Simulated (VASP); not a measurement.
**Sn3Te: single point with PBE**

The system is Sn3Te.

```
Sn Te
1.0
     4.86562    0.00000    0.00000
     0.00000    4.86562    0.00000
     0.00000    0.00000    4.86562
Sn Te
3 1
Direct
  0.50000 0.50000 0.00000
  0.00000 0.50000 0.50000
  0.50000 0.00000 0.50000
  0.00000 0.00000 0.00000
```

```yaml
Program: VASP 6.6.1
Task: single point
Functional: PBE
Potentials_or_basis: VASP PAW PBE potentials, release 64 (Sn_d, Te)
Cutoff: 500 eV
k_mesh: 5 × 5 × 5
Occupations: fermi-dirac, width 0.1 eV
Spin: no spin polarisation
Dipole_correction: no
Further_INCAR_settings: ALGO = Normal; EDIFF = 1e-06; NBANDS = 32
```

The pressure is 0.6 GPa and the band gap on the k mesh is zero (bands 24 and 25 overlap by 1.99 eV).

Levels at points of the mesh, in eV from the Fermi level:
```csv
k point,band 20,band 21,band 22,band 23,band 24,band 25,band 26,band 27,band 28,band 29
"(0.00, 0.00, 0.00)",-4.20,-4.20,-4.20,0.40,0.40,0.40,1.90,1.90,1.90,4.53
```

Run time: 30 s on 1 thread of AMD EPYC 7R43 64-Core Processor (Zen 3), with other jobs on the host, peak memory 0.18 GiB.

Caveat: spin-orbit coupling is left out, which moves the levels of the heavy elements.
